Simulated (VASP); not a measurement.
Runs of VASP 6.6.1 on KCl. The structure is that of space group Fm-3m (No. 225), or close to it. The cells are those of the table. 

```csv
cell,gap on the mesh (eV),pressure (GPa)
"a = 4.358, b = 4.358, c = 6.163 Å, 4 atoms",(c),1.4
"a = 4.403, b = 4.403, c = 6.226 Å, 4 atoms",5.95,0.6
"a = 4.314, b = 4.314, c = 6.100 Å, 4 atoms",6.18,2.2
"a = 4.491, b = 4.491, c = 6.352 Å, 4 atoms",5.73,-0.5
"a = 4.536, b = 4.536, c = 6.415 Å, 4 atoms",(b),(a)
"a = 4.447, b = 4.447, c = 6.289 Å, 4 atoms",5.84,0.0
```

Alike in all rows: task single point; level r2SCAN; potentials or basis VASP PAW PBE potentials, release 64 (K_sv, Cl); no spin polarisation; k mesh 6 × 6 × 4; cutoff (eV) 520; smearing gaussian 0.02 eV.

Estimate the missing entries.

(a) -1.0; (b) 5.63; (c) 6.06.

Caveats: the PAW data sets were made with another functional, which shifts forces and pressure a little.

A k mesh can miss the band edges.
